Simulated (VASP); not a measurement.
The system is AlNi2.

```
Al Ni
1.0
     3.97400    0.00000    0.00000
    -1.98700    3.44159    0.00000
     0.00000    0.00000    4.90426
Al Ni
2 4
Direct
  0.33333 0.66667 0.18987
  0.66667 0.33333 0.81013
  0.33333 0.66667 0.68511
  0.66667 0.33333 0.31489
  0.00000 0.00000 0.50000
  0.00000 0.00000 0.00000
```

Base run:

- Program: VASP 6.6.1
- Functional: PBEsol
- Potentials or basis: VASP PAW PBE potentials, release 64 (Al, Ni)
- Cutoff: 520 eV
- k mesh: 18 × 18 × 12
- Occupations: gaussian, width 0.1 eV
- Spin: no spin polarisation

Its results: band gap on the k mesh zero (band 23 reaches 13.83 eV, above the bottom of band 24 at 9.63 eV); pressure 0.2 GPa; largest force 0.064 eV/Å.

Q: The run is repeated on the same cell with these changes: k mesh from 18 × 18 × 12 to 1 × 1 × 1; further incar settings from ALGO = Fast; EDIFF = 1e-06; NBANDS = 32 to ALGO = Normal; EDIFF = 1e-06; NBANDS = 32. What comes out?

A: Band gap on the k mesh 0.73 eV; pressure 3.3 GPa; largest force 1.339 eV/Å.

Caveats: some runs use coarse meshes; the PAW data sets were made with another functional, which shifts forces and pressure a little.

A k mesh can miss the band edges.
